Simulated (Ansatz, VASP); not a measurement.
## Ru: VASP beside Ansatz

The input INCAR:

```
SYSTEM = Ru
  ALGO = Normal
  EDIFF = 1E-6
  ENCUT = 520
  GGA_COMPAT = .FALSE.
  ISIF = 2
  ISMEAR = 1
  LASPH = .TRUE.
  LCHARG = .FALSE.
  LMAXMIX = 4
  LORBIT = 11
  LORBMOM = .TRUE.
  LREAL = .FALSE.
  LSORBIT = .TRUE.
  LWAVE = .FALSE.
  MAGMOM = 0 0 0 0 0 0
  NBANDS = 40
  NELM = 150
  PREC = Accurate
  SIGMA = 0.1
```

KPOINTS

```
k-points
0
G
  14 14 8
  0 0 0
```

Contents of POSCAR:

```
Ru
1.0
    2.7058000000      0.0000000000      0.0000000000
   -1.3529000000      2.3432915400      0.0000000000
    0.0000000000      0.0000000000      4.2819000000
Ru
2
Direct
    0.3333333333      0.6666666667      0.2500000000
    0.6666666667      0.3333333333      0.7500000000
```

Input for Ansatz:

```yaml
crystal:
  lattice:
    - [2.7058, 0.0, 0.0]
    - [-1.3529, 2.34329154, 0.0]
    - [0.0, 0.0, 4.2819]
  atoms:
    - { symbol: Ru, position: [0.3333333333333333, 0.6666666666666666, 0.25] }
    - { symbol: Ru, position: [0.6666666666666665, 0.3333333333333333, 0.75] }
basis:
  ecutwfc: 571.4391111657479
kpoints:
  mp_grid:
    grid: [14, 14, 8]
hamiltonian:
  xc: lda
magnetization:
  noncollinear: true
  spin_orbit: true
scf:
  occupations:
    method: cold
output:
  eigenvalues: true
```

Alike in both runs: task single point; functional LDA; k mesh 14 × 14 × 8; non-collinear spin, spin-orbit coupling.

|  | VASP | Ansatz |
| --- | --- | --- |
| version | VASP 6.6.1 | Ansatz 0.2.0 |
| potentials or method | VASP PAW LDA potentials, release 64 (Ru_pv), cutoff 520 eV | plane waves, PAW |
| occupations | methfessel-paxton of order 1, width 0.1 eV | cold |
| valence electrons in the cell | 28 | 32 |

|  | VASP | Ansatz | Ansatz less VASP |
| --- | --- | --- | --- |
| net moment per atom (μB) | 0.00 | 0.00 | 0.000 |

LDA's correlation is that of Perdew and Zunger in VASP and of Perdew and Wang (1992) in Ansatz. VASP's potentials hold 28 valence electrons a cell and Ansatz's 32, so a difference there can come from the potentials and not from the codes.
